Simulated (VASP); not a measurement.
H22CO11, 34 atoms in the cell. The cell holds an amorphous packing of atoms, 34 atoms: a = 5.882 Å, b = 5.882 Å, c = 5.882 Å, α = 90.00°, β = 90.00°, γ = 90.00°. 

```yaml
Program: VASP 6.6.1
Task: single point
Functional: PBE
Dispersion: D3(BJ)
Potentials_or_basis: VASP PAW PBE potentials, release 64 (O, H, C)
Cutoff: 520 eV
k_mesh: 1 × 1 × 1
Occupations: fermi-dirac, width 0.05 eV
Spin: no spin polarisation
Dipole_correction: no
Further_INCAR_settings: LREAL = Auto; ALGO = Normal; EDIFF = 1e-06; NBANDS = 69
```

Potentials or basis: VASP PAW PBE potentials, release 64 (O, H, C).

The run is started by

```bash
$ cat potpaw_PBE.64/O/POTCAR potpaw_PBE.64/H/POTCAR potpaw_PBE.64/C/POTCAR > POTCAR
$ mpirun -np 1 vasp_gam > vasp.out
```

Hardware: 1 thread of Intel(R) Xeon(R) Platinum 8488C (Sapphire Rapids) (shared host).

Problem. Estimate the wall time of this run.

Solution. Run time: 25 s on 1 thread of Intel(R) Xeon(R) Platinum 8488C (Sapphire Rapids), on a shared host, peak memory 0.3 GiB. Counts: scf iterations 15, k points 1.
